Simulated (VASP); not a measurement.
# As in VASP: notebook, part 2 of 3

VASP 6.6.1. The steps go on from the part before.

## 3. Single point, PBEsol+D3(BJ)

This run uses another cell than the first one, of 19.81 Å³/atom, 0.920 times its volume.

Input file INCAR:

```
PREC     = Accurate       # precision mode
ENCUT    = 600            # plane-wave cutoff, eV
EDIFF    = 1E-6           # SCF threshold, eV
ISMEAR   = -1             # smearing method
SIGMA    = 0.05           # smearing width, eV
LREAL    = False          # projectors in reciprocal space
LASPH    = True           # aspherical terms in the spheres
NELM     = 120            # most SCF steps
ALGO     = Normal         # electronic algorithm
ISIF     = 2              # what is computed and relaxed
LWAVE    = False          # write WAVECAR
LCHARG   = False          # write CHGCAR
GGA      = PS             # functional
IVDW     = 12             # dispersion correction
NBANDS   = 22             # bands
GGA_COMPAT= False
```

Input file KPOINTS:

```
Automatic mesh
0
Gamma
  9 9 9
```

Input file POSCAR:

```
As
1.0
    1.8725174244      1.0810984390      3.2617358610
   -1.8725174244      1.0810984390      3.2617358610
    0.0000000000     -2.1621968781      3.2617358610
As
2
Direct
    0.2323461323      0.2323461323      0.2323461323
    0.7676538677      0.7676538677      0.7676538677
```

Potentials or basis: VASP PAW PBE potentials, release 64 (As_d).

Started as:

```bash
$ cat potpaw_PBE.64/As_d/POTCAR > POTCAR
$ mpirun -np 1 vasp_std > vasp.out
```

OUTCAR:

```text
PREC = Accurate
   ENCUT = 600
   EDIFF = 1E-6
   ISMEAR = -1
   LREAL = False
   LASPH = True
   NELM = 120
   ISIF = 2
   GGA = PS
   IVDW = 12
 IVDW          = 12

 ion  position               nearest neighbor table
   1  0.232  0.232  0.232-   2 2.52   2 2.52   2 2.52
   2  0.768  0.768  0.768-   1 2.52   1 2.52   1 2.52

  LATTYP: Found a trigonal (rhomboedric) cell.
 ALAT       =     3.9133126845
 COS(alpha) =     0.5420768182

  Lattice vectors:

 A1 = (   1.8725174244,   1.0810984390,   3.2617358610)
 A2 = (  -1.8725174244,   1.0810984390,   3.2617358610)
 A3 = (   0.0000000000,  -2.1621968781,   3.2617358610)

Analysis of symmetry for initial positions (statically):
=====================================================================
 Subroutine PRICEL returns:
 Original cell was already a primitive cell.

 Routine SETGRP: Setting up the symmetry group for a
 trigonal (rhombohedral) supercell.

 Subroutine GETGRP returns: Found 12 space group operations
 (whereof 12 operations were pure point group operations)
 out of a pool of 12 trial point group operations.

The static configuration has the point symmetry D_3d.

Analysis of symmetry for dynamics (positions and initial velocities):
=====================================================================
 Subroutine PRICEL returns:
 Original cell was already a primitive cell.

 Routine SETGRP: Setting up the symmetry group for a
 trigonal (rhombohedral) supercell.

 Subroutine GETGRP returns: Found 12 space group operations
 (whereof 12 operations were pure point group operations)
 out of a pool of 12 trial point group operations.

The dynamic configuration has the point symmetry D_3d.

 Subroutine INISYM returns: Found 12 space group operations
 (whereof 12 operations are pure point group operations),
 and found     1 'primitive' translations

----------------------------------------------------------------------------------------

                                     Primitive cell

  volume of cell :      39.6179

  direct lattice vectors                    reciprocal lattice vectors
     1.872517424  1.081098439  3.261735861     0.267020212  0.154164191  0.102195073
    -1.872517424  1.081098439  3.261735861    -0.267020212  0.154164191  0.102195073
     0.000000000 -2.162196878  3.261735861     0.000000000 -0.308328383  0.102195073

  length of vectors
     3.913312684  3.913312684  3.913312684     0.324823374  0.324823374  0.324823374

  position of ions in fractional coordinates (direct lattice)
     0.232346132  0.232346132  0.232346132
     0.767653868  0.767653868  0.767653868

  ion indices of the primitive-cell ions
   primitive index   ion index
                 1           1
                 2           2

----------------------------------------------------------------------------------------

 KPOINTS: Automatic mesh

Automatic generation of k-mesh.
 Grid dimensions read from file:
 generate k-points for:    9    9    9

 Generating k-lattice:

  Cartesian coordinates                     Fractional coordinates (reciprocal lattice)
     0.029668912  0.017129355  0.011355008     0.111111111 -0.000000000  0.000000000
    -0.029668912  0.017129355  0.011355008    -0.000000000  0.111111111  0.000000000
     0.000000000 -0.034258709  0.011355008     0.000000000  0.000000000  0.111111111

  Length of vectors
     0.036091486  0.036091486  0.036091486

  Shift w.r.t. Gamma in fractional coordinates (k-lattice)
     0.000000000  0.000000000  0.000000000

 Subroutine IBZKPT returns following result:
 ===========================================

 Found     85 irreducible k-points:

 Following reciprocal coordinates:
            Coordinates               Weight
  0.000000  0.000000  0.000000      1.000000
  0.111111 -0.000000  0.000000      6.000000
  0.222222 -0.000000  0.000000      6.000000
  0.333333 -0.000000  0.000000      6.000000
  0.444444 -0.000000  0.000000      6.000000
  0.111111  0.111111  0.000000      6.000000
[... 16 lines left out ...]
 -0.333333  0.333333  0.000000      6.000000
  0.444444  0.444444 -0.000000      6.000000
 [... further k-points ...]
   k-points           NKPTS =     85   k-points in BZ     NKDIM =     85   number of bands    NBANDS=     22
   number of dos      NEDOS =    301   number of ions     NIONS =      2
   total plane-waves  NPLWV =  32768
   dimension x,y,z NGX =    32 NGY =   32 NGZ =   32
   dimension x,y,z NGXF=    64 NGYF=   64 NGZF=   64
   ions per type =               2
   NGX,Y,Z   is equivalent  to a cutoff of  13.59, 13.59, 13.59 a.u.
   NGXF,Y,Z  is equivalent  to a cutoff of  27.19, 27.19, 27.19 a.u.
 SYSTEM =  unknown system
   PREC   = accura    normal or accurate (medium, high low for compatibility)
   ISTART =      0    job   : 0-new  1-cont  2-samecut
   ICHARG =      2    charge: 1-file 2-atom 10-const
   ISPIN  =      1    spin polarized calculation?
   LNONCOLLINEAR =      F non collinear calculations
   LSORBIT =      F    spin-orbit coupling
   LASPH  =      T    aspherical Exc in radial PAW
   ENCUT  =  600.0 eV  44.10 Ry    6.64 a.u.   7.82  7.82  7.82*2*pi/ulx,y,z
   NELM   =    120;   NELMIN=  2; NELMDL= -5     # of ELM steps
   EDIFF  = 0.1E-05   stopping-criterion for ELM
   LREAL  =      F    real-space projection
   EDIFFG = 0.1E-04   stopping-criterion for IOM
   NSW    =      0    number of steps for IOM
   IBRION =     -1    ionic relax: 0-MD 1-quasi-New 2-CG
   NFREE  =      0    steps in history (QN), initial steepest desc. (CG)
   ISIF   =      2    stress and relaxation
   ISYM   =      2    0-nonsym 1-usesym 2-fastsym
   POTIM  = 0.5000    time-step for ionic-motion
   TEBEG  =    0.0;   TEEND  =   0.0 temperature during run
   PSTRESS=    0.0 pullay stress
   NELECT =      30.0000    total number of electrons
   NUPDOWN=      -1.0000    fix difference up-down
   EMIN   =  10.00;   EMAX   =-10.00  energy-range for DOS
   EFERMI =   0.00;   METHOD = LEGACY
   ISMEAR =    -1;   SIGMA  =   0.05  broadening in eV -4-tet -1-fermi 0-gaus
   EFERMI_NEDOS =   21; number of points for ismear=-14 and -15
   IALGO  =     38    algorithm
   IMIX   =      4    mixing-type and parameters
     AMIX     =   0.40;   BMIX     =  1.00
     AMIX_MAG =   1.60;   BMIX_MAG =  1.00
  volume/ion in A,a.u.               =      19.81       133.68
  Fermi-wavevector in a.u.,A,eV,Ry     =   1.492170  2.819792 30.294327  2.226570
  Thomas-Fermi vector in A             =   2.604732
   LORBIT       =      0    0 simple, 1 ext, 2 COOP (PROOUT), +10 PAW based schemes
   GGA     = PS    functional components
   LHFCALC =     F    Hartree Fock is set to
   AEXX    =    0.0000 exact exchange contribution
   IVDW    =    12    specifies the selected vdW correction
   LEPSILON=     F    determine dielectric tensor
   LRPA    =     F    only Hartree local field effects (RPA)
 non-spin polarized calculation
  energy-cutoff  :      600.00
  volume of cell :       39.62
 maximum number of plane-waves:      1354
   NGX = 15   NGY = 15   NGZ = 15

 number of electron      29.9999995 magnetization

 Free energy of the ion-electron system (eV)
  ---------------------------------------------------
  ext. energy  EPLUGINS =         0.00000000
  ---------------------------------------------------
  free energy    TOTEN  =       -10.23607347 eV

  energy without entropy =      -10.23432295  energy(sigma->0) =      -10.23519821

 E-fermi :   4.4183     XC(G=0): -11.3132

 val. band max:        4.4021162348   @ k =   0.3333   0.2222   0.2222
 cond. band min:       4.5957818845   @ k =   0.4444   0.4444   0.4444
 fundamental gap:      0.1936656497
 Fermi energy:         4.4183224341

 k-point     1 :       0.0000    0.0000    0.0000
  band No.  band energies     occupation
      1     -31.8965      2.00000
      2     -31.8965      2.00000
      3     -31.8448      2.00000
      4     -31.8448      2.00000
      5     -31.8199      2.00000
      6     -31.7712      2.00000
[... 14 lines left out ...]
     21      11.0834      0.00000
     22      12.9507      0.00000
[... 552 lines left out ...]
  band No.  band energies     occupation
      1     -31.8927      2.00000
      2     -31.8493      2.00000
      3     -31.8334      2.00000
      4     -31.8089      2.00000
      5     -31.8003      2.00000
      6     -31.7985      2.00000
[... 14 lines left out ...]
     21      16.8598      0.00000
     22      18.5465      0.00000

 [... further k-points ...]

------------------------ aborting loop because EDIFF is reached ----------------------------------------

 Edisp (eV)   -0.79841

 E8    (eV) :    -0.5126

  FORCE on cell =-STRESS in cart. coord.  units (eV):
  Direction    XX          YY          ZZ          XY          YZ          ZX
  --------------------------------------------------------------------------------------
  -------------------------------------------------------------------------------------
  Total       0.06488     0.06488     0.04713    -0.00000    -0.00000     0.00000
  in kB       2.62370     2.62370     1.90581    -0.00000    -0.00000     0.00000
  external pressure =        2.38 kB  Pullay stress =        0.00 kB

 VOLUME and BASIS-vectors are now :
 -----------------------------------------------------------------------------
  energy-cutoff  :      600.00
  volume of cell :       39.62
      direct lattice vectors                 reciprocal lattice vectors
     1.872517424  1.081098439  3.261735861     0.267020212  0.154164191  0.102195073
    -1.872517424  1.081098439  3.261735861    -0.267020212  0.154164191  0.102195073
     0.000000000 -2.162196878  3.261735861     0.000000000 -0.308328383  0.102195073

 POSITION                                       TOTAL-FORCE (eV/Angst)
 -----------------------------------------------------------------------------------
      0.00000     -0.00000      2.27356         0.000000     -0.000000      0.001220
      0.00000     -0.00000      7.51165         0.000000      0.000000     -0.001220
 -----------------------------------------------------------------------------------
    total drift:                                0.000000      0.000000     -0.000000

  FREE ENERGIE OF THE ION-ELECTRON SYSTEM (eV)
  ---------------------------------------------------
  free  energy   TOTEN  =       -11.0344843567 eV

  energy  without entropy=      -11.0327338332  energy(sigma->0) =      -11.03360909
```

Wall time 56 s (1 thread of Intel Xeon Platinum 8375C at 2.90GHz (Ice Lake), shared host); peak memory 0.22 GiB.

Results:

| Quantity | Value |
| --- | --- |
| Free energy | -11.0345 eV |
| Pressure | 0.2 GPa |
| Band gap on the k mesh | zero (band 15 reaches 4.40 eV, above the bottom of band 16 at 4.39 eV) |
| Dispersion energy per atom | -0.399 eV |

Caveat: the PAW data sets were made with another functional, which shifts forces and pressure a little; pairwise dispersion overbinds metals, which lowers pressure and volume.

## 4. Single point, PBE

Input file INCAR:

```
SYSTEM = As
PREC     = Accurate       ! precision mode
ENCUT    = 500            ! plane-wave cutoff, eV
EDIFF    = 1E-6           ! SCF threshold, eV
ISMEAR   = -1             ! smearing method
SIGMA    = 0.05           ! smearing width, eV
LREAL    = .FALSE.        ! projectors in reciprocal space
LASPH    = .TRUE.         ! aspherical terms in the spheres
NELM     = 120            ! most SCF steps
ALGO     = Normal         ! electronic algorithm
ISIF     = 2              ! what is computed and relaxed
LWAVE    = .FALSE.        ! write WAVECAR
LCHARG   = .FALSE.        ! write CHGCAR
GGA      = PE             ! functional
NBANDS   = 12             ! bands
GGA_COMPAT= .FALSE.
```

Input file KPOINTS:

```
regular mesh
0
G
  5 5 5
  0 0 0
```

Input file POSCAR:

```
As
1.0
    1.8807968987      1.0858785957      3.5140619945
   -1.8807968987      1.0858785957      3.5140619945
    0.0000000000     -2.1717571915      3.5140619945
As
2
Direct
    0.2204780000      0.2257670000      0.2270070000
    0.7773660000      0.7716110000      0.7713660000
```

Potentials or basis: VASP PAW PBE potentials, release 64 (As).

Started as:

```bash
$ cat potpaw_PBE.64/As/POTCAR > POTCAR
$ mpirun -np 1 vasp_std > vasp.out
```

OUTCAR:

```text
SYSTEM = As
   PREC = Accurate
   ENCUT = 500
   EDIFF = 1E-6
   ISMEAR = -1
   LREAL = .FALSE.
   LASPH = .TRUE.
   NELM = 120
   ISIF = 2
   GGA = PE

 ion  position               nearest neighbor table
   1  0.220  0.226  0.227-   2 2.49   2 2.49   2 2.52
   2  0.777  0.772  0.771-   1 2.49   1 2.49   1 2.52

  LATTYP: Found a trigonal (rhomboedric) cell.
 ALAT       =     4.1310000000
 COS(alpha) =     0.5854247172

  Lattice vectors:

 A1 = (   1.8807968987,   1.0858785957,   3.5140619945)
 A2 = (  -1.8807968987,   1.0858785957,   3.5140619945)
 A3 = (   0.0000000000,  -2.1717571915,   3.5140619945)

Analysis of symmetry for initial positions (statically):
=====================================================================
 Subroutine PRICEL returns:
 Original cell was already a primitive cell.

 Routine SETGRP: Setting up the symmetry group for a
 trigonal (rhombohedral) supercell.

 Subroutine GETGRP returns: Found  2 space group operations
 (whereof  1 operations were pure point group operations)
 out of a pool of 12 trial point group operations.

[... 174 lines left out ...]
      2      -0.3275      2.00000
      3       2.9963      2.00000
      4       3.3287      2.00000
      5       3.4724      2.00000
      6       7.0115      0.00000
      7       8.2494      0.00000
      8       8.4571      0.00000
      9      12.2847      0.00000
     10      12.4247      0.00000
     11      12.9018      0.00000
     12      14.2156      0.00000
[... 331 lines left out ...]
 k-point    24 :       0.2000    0.0000   -0.2000
  band No.  band energies     occupation
      1      -8.1760      2.00000
      2      -3.5084      2.00000
      3       1.1122      2.00000
      4       3.4358      2.00000
      5       3.6993      2.00000
      6       6.2347      0.00000
      7       6.7234      0.00000
      8       9.2458      0.00000
      9      10.8296      0.00000
     10      13.4378      0.00000
     11      15.6190      0.00000
     12      16.3340      0.00000

 [... further k-points ...]

------------------------ aborting loop because EDIFF is reached ----------------------------------------

  FORCE on cell =-STRESS in cart. coord.  units (eV):
  Direction    XX          YY          ZZ          XY          YZ          ZX
  --------------------------------------------------------------------------------------
  -------------------------------------------------------------------------------------
  Total        1.2215902      1.3534687      0.6640573     -0.0847046      0.1128921      0.1520688
  in kB       45.4519242     50.3587534     24.7077003     -3.1516200      4.2003949      5.6580521
  external PRESSURE =      40.1727926 kB  Pullay stress =       0.0000000 kB

 VOLUME and BASIS-vectors are now :
 -----------------------------------------------------------------------------
  energy-cutoff  :      500.00
  volume of cell :       43.06
      direct lattice vectors                 reciprocal lattice vectors
     1.880796899  1.085878596  3.514061995     0.265844760  0.153485544  0.094856987
    -1.880796899  1.085878596  3.514061995    -0.265844760  0.153485544  0.094856987
     0.000000000 -2.171757191  3.514061995     0.000000000 -0.306971087  0.094856987

 POSITION                                       TOTAL-FORCE (eV/Angst)
 -----------------------------------------------------------------------------------
     -0.00995     -0.00844      2.36585         0.105839      0.078403      0.400434
      0.01082      0.00678      8.15383        -0.105839     -0.078403     -0.400434
 -----------------------------------------------------------------------------------
    total drift:                                0.000000      0.000000     -0.000001

  FREE ENERGIE OF THE ION-ELECTRON SYSTEM (eV)
  ---------------------------------------------------
  free  energy   TOTEN  =        -9.3648795910 eV

  energy  without entropy=       -9.3590827326  energy(sigma->0) =       -9.36198116
```

It took 18 s on 1 thread of AMD EPYC 7R43 (Zen 3), shared host; peak memory 0.14 GiB.

What came out:

| Quantity | Value |
| --- | --- |
| Free energy | -9.3649 eV |
| Pressure | 4.0 GPa |
| Largest force | 0.422 eV/Å |
| Band gap on the k mesh | 0.06 eV, indirect (least direct gap 0.54 eV) |

Forces in eV/Å, atoms in the order of the input:
```
As   0.106  0.078  0.400
As  -0.106 -0.078 -0.400
```

Stress tensor (GPa, compression positive):
```
 4.55 -0.32  0.57
-0.32  5.04  0.42
 0.57  0.42  2.47
```

(Continued in part 3 of 3.)
